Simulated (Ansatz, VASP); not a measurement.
# Rh: VASP beside Ansatz

File INCAR:

```
PREC     = Accurate       # precision mode
ENCUT    = 520            # plane-wave cutoff, eV
EDIFF    = 1E-6           # SCF threshold, eV
ISMEAR   = 0              # smearing method
SIGMA    = 0.15           # smearing width, eV
LREAL    = False          # projectors in reciprocal space
LASPH    = True           # aspherical terms in the spheres
NELM     = 60             # most SCF steps
ALGO     = Fast           # electronic algorithm
ISIF     = 2              # what is computed and relaxed
LWAVE    = False          # write WAVECAR
LCHARG   = False          # write CHGCAR
GGA      = PE             # functional
NBANDS   = 22             # bands
```

The input KPOINTS:

```
regular mesh
0
Gamma
  21 21 12
```

The input POSCAR:

```
Rh
1.0
    2.8583352714      0.0000000000      0.0000000000
   -1.4291676357      2.4753909576      0.0000000000
    0.0000000000      0.0000000000      4.4632905263
Rh
2
Direct
    0.6666666667      0.3333333333      0.7500000000
    0.3333333333      0.6666666667      0.2500000000
```

Input for Ansatz:

```yaml
crystal:
  lattice:
    - [2.8583352714, 0.0, 0.0]
    - [-1.4291676357, 2.4753909576, 0.0]
    - [0.0, 0.0, 4.4632905263]
  atoms:
    - { symbol: Rh, position: [0.6666666667, 0.3333333333, 0.75] }
    - { symbol: Rh, position: [0.3333333333, 0.6666666667, 0.25] }
basis:
  ecutwfc: 420
kpoints:
  mp_grid: { grid: [21, 21, 12] }
hamiltonian:
  xc: pbe
  pseudopotentials: { kind: paw, azcp: { folder: soft_1 } }
scf:
  occupations: { method: gaussian, width: 0.15 }
output:
  forces: true
  stress: true
  eigenvalues: true
```

Alike in both runs: task single point; functional PBE; k mesh 21 × 21 × 12; occupations gaussian, width 0.15 eV; no spin polarisation.

|  | VASP | Ansatz |
| --- | --- | --- |
| version | VASP 6.6.1 | Ansatz 0.2.0 |
| potentials or method | VASP PAW PBE potentials, release 64 (Rh_pv), cutoff 520 eV | scalar-relativistic, plane waves, PAW |
| valence electrons in the cell | 30 | 34 |

Ansatz gave:

| Quantity | Value |
| --- | --- |
| gap on the k mesh at the Fermi level (eV) | none |
| pressure (GPa) | -21.0 |
| traceless stress, the component that is largest in VASP (GPa) | 2.64 |

Question: What did VASP give for the same quantities?

Answer: gap on the k mesh at the Fermi level (eV): none; pressure (GPa): -21.0; traceless stress, the component that is largest in VASP (GPa): 2.65.

A gap of «none» marks a metal or a gap that the smearing closes. With one functional, cell and mesh, what is left measures potentials, basis and numerics. VASP's potentials hold 30 valence electrons a cell and Ansatz's 34, so a difference there can come from the potentials and not from the codes.
